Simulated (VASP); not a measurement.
# Ge4IrW (P6/mmm) in VASP: further runs

Ge4IrW is run at these levels: PBE; tasks: relaxation of cell and atoms, single point.

Program: VASP 6.6.1. These are calculated values, not measurements. Logs are shortened: lines on timing, memory, paths and dates and some standing lists are left out, and cuts for length are marked.

## (1) The cell of the first run

It takes space group P6/mmm (No. 191, hexagonal). The conventional cell has a = 3.654 Å, b = 3.654 Å, c = 7.941 Å, α = 90.00°, β = 90.00°, γ = 120.00°. Within 3.0 Å of Ge (site symmetry 3m) lie 3 Ge at 2.11 Å and 3 Ir at 2.87 Å and 3 W at 2.93 Å. Ir (site symmetry 6/mmm) has 12 Ge at 2.87 Å and 6 Ir at 3.65 Å within 3.8 Å. W (site symmetry 6/mmm) has 12 Ge at 2.93 Å and 6 W at 3.65 Å and 2 Ir at 3.97 Å within 4.0 Å.

The cell was generated, and may not be a known phase.

## (2) Relaxation of cell and atoms, PBE

File INCAR:

```
SYSTEM = Ge4IrW
PREC = Accurate ; ENCUT = 600
EDIFF = 1E-7 ; ISMEAR = 0
SIGMA = 0.1 ; LREAL = .FALSE.
LASPH = .TRUE. ; NELM = 80
ALGO = Normal ; ISIF = 3
LWAVE = .FALSE. ; LCHARG = .FALSE.
GGA = PE ; IBRION = 2
NSW = 90 ; EDIFFG = -0.04
```

File KPOINTS:

```
Automatic mesh
0
G
  6 6 2
  0 0 0
```

File POSCAR:

```
Ge4IrW
1.0
    3.6540607400      0.0000000000      0.0000000000
   -1.8270303700      3.1645094300      0.0000000000
    0.0000000000      0.0000000000      7.9412215600
Ge Ir W
4 1 1
Direct
    0.3333333300      0.6666666700      0.7444408500
    0.3333333300      0.6666666700      0.2555591500
    0.6666666700      0.3333333300      0.7444408500
    0.6666666700      0.3333333300      0.2555591500
    0.0000000000      0.0000000000      0.5000000000
    0.0000000000      0.0000000000      0.0000000000
```

Potentials or basis: VASP PAW PBE potentials, release 64 (Ge_d, Ir, W_sv).

On the command line:

```bash
cat potpaw_PBE.64/Ge_d/POTCAR potpaw_PBE.64/Ir/POTCAR potpaw_PBE.64/W_sv/POTCAR > POTCAR
mpirun -np 1 vasp_std > vasp.out
```

OUTCAR:

```text
SYSTEM = Ge4IrW
   PREC = Accurate
   ENCUT = 600
   EDIFF = 1E-7
   ISMEAR = 0
   LREAL = .FALSE.
   LASPH = .TRUE.
   NELM = 80
   ISIF = 3
   GGA = PE
   IBRION = 2
   NSW = 90
   EDIFFG = -0.04

 ion  position               nearest neighbor table
   1  0.333  0.667  0.744-   3 2.11   3 2.11   3 2.11   5 2.87   5 2.87   5 2.87   6 2.93   6 2.93
                             6 2.93
   2  0.333  0.667  0.256-   4 2.11   4 2.11   4 2.11   5 2.87   5 2.87   5 2.87   6 2.93   6 2.93
                             6 2.93
   3  0.667  0.333  0.744-   1 2.11   1 2.11   1 2.11   5 2.87   5 2.87   5 2.87   6 2.93   6 2.93
                             6 2.93
   4  0.667  0.333  0.256-   2 2.11   2 2.11   2 2.11   5 2.87   5 2.87   5 2.87   6 2.93   6 2.93
                             6 2.93
   5  0.000  0.000  0.500-   1 2.87   2 2.87   3 2.87   4 2.87   3 2.87   4 2.87   1 2.87   2 2.87
                             3 2.87   4 2.87   1 2.87   2 2.87
   6  0.000  0.000  0.000-   1 2.93   2 2.93   3 2.93   4 2.93   3 2.93   4 2.93   1 2.93   2 2.93
                             3 2.93   4 2.93   1 2.93   2 2.93

  LATTYP: Found a hexagonal cell.
 ALAT       =     3.6540607400
 C/A-ratio  =     2.1732593203

  Lattice vectors:

 A1 = (   3.6540607400,   0.0000000000,   0.0000000000)
 A2 = (  -1.8270303700,   3.1645094300,   0.0000000000)
 A3 = (   0.0000000000,   0.0000000000,   7.9412215600)

Analysis of symmetry for initial positions (statically):
=====================================================================
 Subroutine PRICEL returns:
 Original cell was already a primitive cell.

 Routine SETGRP: Setting up the symmetry group for a
 hexagonal supercell.

 Subroutine GETGRP returns: Found 24 space group operations
 (whereof 24 operations were pure point group operations)
 out of a pool of 24 trial point group operations.

The static configuration has the point symmetry D_6h.

Analysis of symmetry for dynamics (positions and initial velocities):
=====================================================================
 Subroutine PRICEL returns:
 Original cell was already a primitive cell.

 Routine SETGRP: Setting up the symmetry group for a
 hexagonal supercell.

 Subroutine GETGRP returns: Found 24 space group operations
 (whereof 24 operations were pure point group operations)
 out of a pool of 24 trial point group operations.

The dynamic configuration has the point symmetry D_6h.

 Subroutine INISYM returns: Found 24 space group operations
 (whereof 24 operations are pure point group operations),
 and found     1 'primitive' translations

----------------------------------------------------------------------------------------

                                     Primitive cell

  volume of cell :      91.8268

  direct lattice vectors                    reciprocal lattice vectors
     3.654060740  0.000000000  0.000000000     0.273668138  0.158002373  0.000000000
    -1.827030370  3.164509430  0.000000000     0.000000000  0.316004746  0.000000000
     0.000000000  0.000000000  7.941221560     0.000000000  0.000000000  0.125925211

  length of vectors
     3.654060740  3.654060742  7.941221560     0.316004747  0.316004746  0.125925211

  position of ions in fractional coordinates (direct lattice)
     0.333333330  0.666666670  0.744440850
     0.333333330  0.666666670  0.255559150
     0.666666670  0.333333330  0.744440850
     0.666666670  0.333333330  0.255559150
     0.000000000  0.000000000  0.500000000
     0.000000000  0.000000000  0.000000000

  ion indices of the primitive-cell ions
   primitive index   ion index
                 1           1
                 2           2
                 3           3
                 4           4
                 5           5
                 6           6

----------------------------------------------------------------------------------------

 KPOINTS: Automatic mesh

Automatic generation of k-mesh.
 Grid dimensions read from file:
 generate k-points for:    6    6    2

 Generating k-lattice:

  Cartesian coordinates                     Fractional coordinates (reciprocal lattice)
     0.045611356  0.026333729  0.000000000     0.166666667 -0.000000000  0.000000000
     0.000000000  0.052667458  0.000000000     0.000000000  0.166666667  0.000000000
     0.000000000  0.000000000  0.062962605     0.000000000  0.000000000  0.500000000

  Length of vectors
     0.052667458  0.052667458  0.062962605

  Shift w.r.t. Gamma in fractional coordinates (k-lattice)
     0.000000000  0.000000000  0.000000000

 Subroutine IBZKPT returns following result:
 ===========================================

 Found     14 irreducible k-points:

 Following reciprocal coordinates:
            Coordinates               Weight
  0.000000  0.000000  0.000000      1.000000
  0.166667  0.000000  0.000000      6.000000
  0.333333  0.000000  0.000000      6.000000
  0.500000  0.000000  0.000000      3.000000
  0.166667  0.166667  0.000000      6.000000
  0.333333  0.166667  0.000000     12.000000
  0.333333  0.333333  0.000000      2.000000
  0.000000  0.000000  0.500000      1.000000
  0.166667  0.000000  0.500000      6.000000
  0.333333  0.000000  0.500000      6.000000
  0.500000  0.000000  0.500000      3.000000
  0.166667  0.166667  0.500000      6.000000
  0.333333  0.166667  0.500000     12.000000
  0.333333  0.333333  0.500000      2.000000
   k-points           NKPTS =     14   k-points in BZ     NKDIM =     14   number of bands    NBANDS=     47
   number of dos      NEDOS =    301   number of ions     NIONS =      6
   total plane-waves  NPLWV =  57600
   dimension x,y,z NGX =    30 NGY =   30 NGZ =   64
   dimension x,y,z NGXF=    60 NGYF=   60 NGZF=  128
   ions per type =               4   1   1
   NGX,Y,Z   is equivalent  to a cutoff of  13.65, 13.65, 13.40 a.u.
   NGXF,Y,Z  is equivalent  to a cutoff of  27.30, 27.30, 26.80 a.u.
 SYSTEM =  Ge4IrW
   PREC   = accura    normal or accurate (medium, high low for compatibility)
   ISTART =      0    job   : 0-new  1-cont  2-samecut
   ICHARG =      2    charge: 1-file 2-atom 10-const
   ISPIN  =      1    spin polarized calculation?
   LNONCOLLINEAR =      F non collinear calculations
   LSORBIT =      F    spin-orbit coupling
   LASPH  =      T    aspherical Exc in radial PAW
   ENCUT  =  600.0 eV  44.10 Ry    6.64 a.u.   7.30  7.30 15.86*2*pi/ulx,y,z
   NELM   =     80;   NELMIN=  2; NELMDL= -5     # of ELM steps
   EDIFF  = 0.1E-06   stopping-criterion for ELM
   LREAL  =      F    real-space projection
   EDIFFG = -.4E-01   stopping-criterion for IOM
   NSW    =     90    number of steps for IOM
   IBRION =      2    ionic relax: 0-MD 1-quasi-New 2-CG
   NFREE  =      1    steps in history (QN), initial steepest desc. (CG)
   ISIF   =      3    stress and relaxation
   ISYM   =      2    0-nonsym 1-usesym 2-fastsym
   POTIM  = 0.5000    time-step for ionic-motion
   TEBEG  =    0.0;   TEEND  =   0.0 temperature during run
   PSTRESS=    0.0 pullay stress
   NELECT =      79.0000    total number of electrons
   NUPDOWN=      -1.0000    fix difference up-down
   EMIN   =  10.00;   EMAX   =-10.00  energy-range for DOS
   EFERMI =   0.00;   METHOD = LEGACY
   ISMEAR =     0;   SIGMA  =   0.10  broadening in eV -4-tet -1-fermi 0-gaus
   EFERMI_NEDOS =   21; number of points for ismear=-14 and -15
   IALGO  =     38    algorithm
   IMIX   =      4    mixing-type and parameters
     AMIX     =   0.40;   BMIX     =  1.00
     AMIX_MAG =   1.60;   BMIX_MAG =  1.00
  volume/ion in A,a.u.               =      15.30       103.28
  Fermi-wavevector in a.u.,A,eV,Ry     =   1.557019  2.942340 32.984734  2.424310
  Thomas-Fermi vector in A             =   2.660731
   LORBIT       =      0    0 simple, 1 ext, 2 COOP (PROOUT), +10 PAW based schemes
   GGA     = PE    functional components
   LHFCALC =     F    Hartree Fock is set to
   AEXX    =    0.0000 exact exchange contribution
   IVDW    =     0    specifies the selected vdW correction
   LEPSILON=     F    determine dielectric tensor
   LRPA    =     F    only Hartree local field effects (RPA)
 conjugate gradient relaxation of ions
 non-spin polarized calculation
 Gauss-broadening in eV      SIGMA  =   0.10
  energy-cutoff  :      600.00
  volume of cell :       91.83
 maximum number of plane-waves:      3097
 NGX is ok and might be reduce to    30
   NGX = 15   NGY = 15   NGZ = 31

--------------------------------------- Ionic step        1  -------------------------------------------

 number of electron      78.9999973 magnetization

 Free energy of the ion-electron system (eV)
  ---------------------------------------------------
  ext. energy  EPLUGINS =         0.00000000
  ---------------------------------------------------
  free energy    TOTEN  =       -28.11896354 eV

  energy without entropy =      -28.07524958  energy(sigma->0) =      -28.09710656

------------------------ aborting loop because EDIFF is reached ----------------------------------------

  FORCE on cell =-STRESS in cart. coord.  units (eV):
  Direction    XX          YY          ZZ          XY          YZ          ZX
  --------------------------------------------------------------------------------------
  -------------------------------------------------------------------------------------
  Total       31.7035711     31.7035712     -0.3282533      0.0000000     -0.0000000      0.0000000
  in kB      553.1581269    553.1581277     -5.7273035      0.0000000     -0.0000000      0.0000000
  external PRESSURE =     366.8629837 kB  Pullay stress =       0.0000000 kB
[... 101 lines left out ...]
  FREE ENERGIE OF THE ION-ELECTRON SYSTEM (eV)
  ---------------------------------------------------
  free  energy   TOTEN  =       -31.7693205088 eV

  energy  without entropy=      -31.7284031167  energy(sigma->0) =      -31.74886181

 E-fermi :  10.0601     XC(G=0): -12.8981

 val. band max:       10.0503828344   @ k =   0.3333   0.0000   0.0000
 cond. band min:      10.0762244747   @ k =   0.1667   0.0000   0.5000
 fundamental gap:      0.0258416403
 Fermi energy:        10.0600883143

 k-point     1 :       0.0000    0.0000    0.0000
  band No.  band energies     occupation
      1     -64.0962      2.00000
      2     -28.3926      2.00000
      3     -28.3196      2.00000
      4     -28.3196      2.00000
      5     -15.2491      2.00000
      6     -15.1485      2.00000
[... 689 lines left out ...]
     46      13.4029      0.00000
     47      13.8986      0.00000

[... ionic steps 4 to 18 ...]

--------------------------------------- Ionic step       19  -------------------------------------------

 number of electron      78.9999957 magnetization

------------------------ aborting loop because EDIFF is reached ----------------------------------------

  FORCE on cell =-STRESS in cart. coord.  units (eV):
  Direction    XX          YY          ZZ          XY          YZ          ZX
  --------------------------------------------------------------------------------------
  -------------------------------------------------------------------------------------
  Total        0.3515612      0.3515612      0.1021566     -0.0000000     -0.0000000      0.0000000
  in kB        5.6793825      5.6793825      1.6503143     -0.0000000     -0.0000000      0.0000000
  external PRESSURE =       4.3363598 kB  Pullay stress =       0.0000000 kB
[... 65 lines left out ...]
  energy  without entropy=      -36.4966445413  energy(sigma->0) =      -36.50537834

--------------------------------------- Ionic step       21  -------------------------------------------

 number of electron      78.9999979 magnetization

 Free energy of the ion-electron system (eV)
  ---------------------------------------------------
  ext. energy  EPLUGINS =         0.00000000
  ---------------------------------------------------
  free energy    TOTEN  =       -36.51420601 eV

  energy without entropy =      -36.49679806  energy(sigma->0) =      -36.50550204

 E-fermi :   8.7355     XC(G=0): -12.3606

 val. band max:        8.7262130326   @ k =   0.3333   0.0000   0.5000
 cond. band min:       8.7597543071   @ k =   0.1667   0.1667   0.0000
 fundamental gap:      0.0335412746
 Fermi energy:         8.7354697738

 k-point     1 :       0.0000    0.0000    0.0000
  band No.  band energies     occupation
      1     -65.3878      2.00000
      2     -29.6013      2.00000
      3     -29.6013      2.00000
      4     -29.5822      2.00000
      5     -16.4637      2.00000
      6     -16.3927      2.00000
[... 722 lines left out ...]
  FREE ENERGIE OF THE ION-ELECTRON SYSTEM (eV)
  ---------------------------------------------------
  free  energy   TOTEN  =       -36.5142060068 eV

  energy  without entropy=      -36.4967980634  energy(sigma->0) =      -36.50550204

 reached required accuracy - stopping structural energy minimisation
```

Run time: 46 min. Hardware: 1 thread of Intel Xeon 8259CL, shared host; peak memory 0.29 GiB.

Results:

```
Free energy                           : -36.5142 eV
Relaxed volume                        : 16.60 Å³/atom
Relaxed cell                          : a = 4.722 Å, b = 4.722 Å, c = 5.160 Å, α = 90.00°, β = 90.00°, γ = 120.00°
Space group after relaxing (to 0.1 Å) : P6/mmm (No. 191)
Pressure after relaxing               : -0.1 GPa
Largest force after relaxing          : 0.016 eV/Å
Band gap on the k mesh                : zero (an odd number of electrons rules out a gap without spin polarisation)
```

Forces in eV/Å, atoms in the order of the input:
```
Ge   0.000  0.000 -0.016
Ge   0.000  0.000  0.016
Ge   0.000  0.000 -0.016
Ge   0.000  0.000  0.016
Ir   0.000  0.000  0.000
W    0.000  0.000  0.000
```

Final structure:
```
CELL_PARAMETERS angstrom
4.72151 0.00000 0.00000
-2.36075 4.08895 0.00000
0.00000 0.00000 5.15964
ATOMIC_POSITIONS crystal
Ge 0.33333 0.66667 0.75080
Ge 0.33333 0.66667 0.24921
Ge 0.66667 0.33333 0.75080
Ge 0.66667 0.33333 0.24921
Ir 0.00000 0.00000 0.50000
W 0.00000 0.00000 0.00000
```

Caveat: the k points lie up to 0.61 Å⁻¹ apart in the final cell, too coarse for converged energies and pressures of a metal; a cell axis changed by over 15 % at a fixed basis, so the end point is rough; spin-orbit coupling is left out, which moves the levels of the heavy elements.

## (3) Relaxation of cell and atoms, PBE

This run uses another cell than the first one, of 16.60 Å³/atom.

File INCAR:

```
PREC = Accurate
ENCUT = 600
EDIFF = 1E-6
ISMEAR = 0
SIGMA = 0.1
LREAL = F
LASPH = T
NELM = 60
ALGO = Normal
ISIF = 3
LWAVE = F
LCHARG = F
GGA = PE
IBRION = 2
NSW = 90
EDIFFG = -0.04
```

File KPOINTS:

```
Automatic mesh
0
Gamma
  6 6 4
```

File POSCAR:

```
Ge4IrW
1.0
    4.7270708327      0.0000000000      0.0000000000
   -2.3635354164      4.0937634266      0.0000000000
    0.0000000000      0.0000000000      5.1465023568
Ge Ir W
4 1 1
Direct
    0.3333333333      0.6666666667      0.7507527501
    0.3333333333      0.6666666667      0.2492472499
    0.6666666667      0.3333333333      0.7507527501
    0.6666666667      0.3333333333      0.2492472499
    0.0000000000      0.0000000000      0.5000000000
    0.0000000000      0.0000000000      0.0000000000
```

Potentials or basis: VASP PAW PBE potentials, release 64 (Ge_d, Ir, W_sv).

On the command line:

```bash
cat potpaw_PBE.64/Ge_d/POTCAR potpaw_PBE.64/Ir/POTCAR potpaw_PBE.64/W_sv/POTCAR > POTCAR
mpirun -np 1 vasp_std > vasp.out
```

Wall time 11 min (1 thread of Intel Xeon 8259CL, shared host); peak memory 0.33 GiB.

The run converged. Its results:

```yaml
Free_energy: -36.4150 eV
Relaxed_volume: 16.70 Å³/atom
Relaxed_cell: a = 4.696 Å, b = 4.696 Å, c = 5.248 Å, α = 90.00°, β = 90.00°, γ = 120.00°
Space_group_after_relaxing_to_0.1_Å: P6/mmm (No. 191)
Energy_gained_by_relaxing: 7.3 meV/atom
Ionic_steps: 7
Pressure_after_relaxing: 0.2 GPa
Largest_force_after_relaxing: 0.015 eV/Å
Band_gap_on_the_k_mesh: zero (an odd number of electrons rules out a gap without spin polarisation)
```

Forces on the atoms (eV/Å):
```
Ge   0.000  0.000 -0.015
Ge   0.000  0.000  0.015
Ge   0.000  0.000 -0.015
Ge   0.000  0.000  0.015
Ir   0.000  0.000  0.000
W    0.000  0.000  0.000
```

The path:
```csv
step,energy change (eV),largest force (eV/Å),pressure (GPa),volume (Å³)
1,0.0000,0.0425,2.21,99.59
2,-0.0071,0.1131,-3.37,102.89
3,-0.0385,0.0744,-0.76,101.26
4,-0.0433,0.0516,0.05,100.36
5,-0.0434,0.0503,0.02,100.30
6,-0.0433,0.0477,0.08,100.18
7,-0.0437,0.0145,0.22,100.23
```

Final structure:
```
Ge Ir W
1.0
     4.69581    0.00000    0.00000
    -2.34790    4.06669    0.00000
     0.00000    0.00000    5.24845
Ge Ir W
4 1 1
Direct
  0.33333 0.66667 0.74933
  0.33333 0.66667 0.25067
  0.66667 0.33333 0.74933
  0.66667 0.33333 0.25067
  0.00000 0.00000 0.50000
  0.00000 0.00000 0.00000
```

Levels at points of the mesh, in eV from the Fermi level:
```
           k point  band 37  band 38  band 39  band 40  band 41  band 42  band 43  band 44
(0.00, 0.00, 0.00)    -1.36    -1.19    -1.19    -0.62    -0.62     1.01     1.01     1.29
(0.50, 0.00, 0.00)    -1.20    -0.65    -0.15     0.16     0.41     1.24     2.09     2.19
(0.00, 0.00, 0.50)    -2.58    -2.43    -0.25     0.53     0.75     0.75     2.23     2.23
(0.50, 0.00, 0.50)    -1.21    -1.15    -1.01    -0.82     0.66     0.86     1.94     2.22
```

Caveat: spin-orbit coupling is left out, which moves the levels of the heavy elements.

(Part 1 of 2 ends here.)

The gap in the log of VASP goes by the Fermi energy; the results here count the filled bands.